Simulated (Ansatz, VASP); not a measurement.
**Two plane-wave programs on MgNb2O4**

```
CELL_PARAMETERS angstrom
1.43022 -4.91354 0.00000
1.43022 4.91354 0.00000
0.00000 0.00000 10.60443
ATOMIC_POSITIONS crystal
Mg 0.59232 0.40768 0.75000
Mg 0.40768 0.59232 0.25000
Nb 0.15334 0.84666 0.06398
Nb 0.84666 0.15334 0.93602
Nb 0.15334 0.84666 0.43602
Nb 0.84666 0.15334 0.56398
O 0.93959 0.06041 0.75000
O 0.06041 0.93959 0.25000
O 0.79701 0.20299 0.13402
O 0.20299 0.79701 0.86598
O 0.50000 0.50000 0.00000
O 0.79701 0.20299 0.36598
O 0.20299 0.79701 0.63402
O 0.50000 0.50000 0.50000
```

Alike in both runs: functional PBE; k mesh 4 × 4 × 2; occupations gaussian, width 0.15 eV; no spin polarisation.

Ansatz relaxed the structure, and its values are those at the end. VASP's run is a single point on that final structure, the one shown.

|  | VASP | Ansatz |
| --- | --- | --- |
| version | VASP 6.6.1 | Ansatz 0.2.0 |
| potentials or method | VASP PAW PBE potentials, release 64 (Mg, Nb_sv, O), cutoff 520 eV | scalar-relativistic, plane waves, PAW |
| valence electrons in the cell | 104 | 120 |

```tsv
	VASP	Ansatz	Ansatz less VASP
gap on the k mesh at the Fermi level (eV)	none	none	-
pressure (GPa)	-0.5	-0.1	+0.41
rms of the force components (eV/Å)	0.006	0.004	-0.0019
```

A gap of «none» marks a metal or a gap that the smearing closes. VASP's potentials hold 104 valence electrons a cell and Ansatz's 120, so a difference there can come from the potentials and not from the codes.

The k mesh is coarse, so the values compare programs but aren't converged.
